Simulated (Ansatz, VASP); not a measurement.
# Two plane-wave programs on Si

The input INCAR:

```
SYSTEM = Si
ALGO = Normal ; EDIFF = 1E-6
ENCUT = 400 ; GGA = PE
GGA_COMPAT = .False. ; ISIF = 2
ISMEAR = -1 ; LASPH = .True.
LCHARG = .False. ; LREAL = .False.
LWAVE = .False. ; NBANDS = 21
NELM = 120 ; NELMDL = -8
PREC = Accurate ; SIGMA = 0.02
```

File KPOINTS:

```
k-points
0
Gamma
  7 7 1
  0 0 0
```

POSCAR

```
Si
1.0
    3.8685410222      0.0000000000      0.0000000000
    0.0000000000      3.8685410222      0.0000000000
    0.0000000000      0.0000000000     22.8387000000
Si
6
Direct
    0.7500000000      0.0000000000      0.3507111272
    0.2500000000      0.0000000000      0.4099065181
    0.2500000000      0.5000000000      0.4704061545
    0.7500000000      0.5000000000      0.5295938466
    0.7500000000      0.0000000000      0.5900934802
    0.2500000000      0.0000000000      0.6492888734
```

Input for Ansatz:

```yaml
crystal:
  lattice:
    - [3.8685410222, 0.0, 0.0]
    - [0.0, 3.8685410222, 0.0]
    - [0.0, 0.0, 22.8387]
  atoms:
    - { symbol: Si, position: [0.75, 0.0, 0.3507111272] }
    - { symbol: Si, position: [0.25, 0.0, 0.4099065181] }
    - { symbol: Si, position: [0.25, 0.5, 0.4704061545] }
    - { symbol: Si, position: [0.75, 0.5, 0.5295938466] }
    - { symbol: Si, position: [0.75, 0.0, 0.5900934802] }
    - { symbol: Si, position: [0.25, 0.0, 0.6492888734] }
kpoints:
  mp_grid: { grid: [7, 7, 1] }
scf:
  occupations: { method: fermi_dirac, width: 0.02 }
hamiltonian:
  xc: pbe
  pseudopotentials: { kind: paw }
output:
  forces: true
  stress: true
  eigenvalues: true
  core_levels:
    shells: { Si: ["2p"] }
    counted_from: conduction_bottom
    add_spin: false
```

Alike in both runs: task single point; functional PBE; k mesh 7 × 7 × 1; occupations fermi-dirac, width 0.02 eV; no spin polarisation.

|  | VASP | Ansatz |
| --- | --- | --- |
| version | VASP 6.6.1 | Ansatz 0.2.0 |
| potentials or method | VASP PAW PBE potentials, release 64 (Si) | PAW with Ansatz's default frozen-core files, scalar-relativistic |
| plane-wave cutoff (eV) | 400 | 420 |
| valence electrons in the cell | 24 | 24 |

VASP gave:

* rms of the force components (eV/Å): 0.004

Problem. What did Ansatz give for the same quantities?

Solution. rms of the force components (eV/Å): 0.002.

Atom by atom the forces differ by 0.002 eV/Å (rms over components).
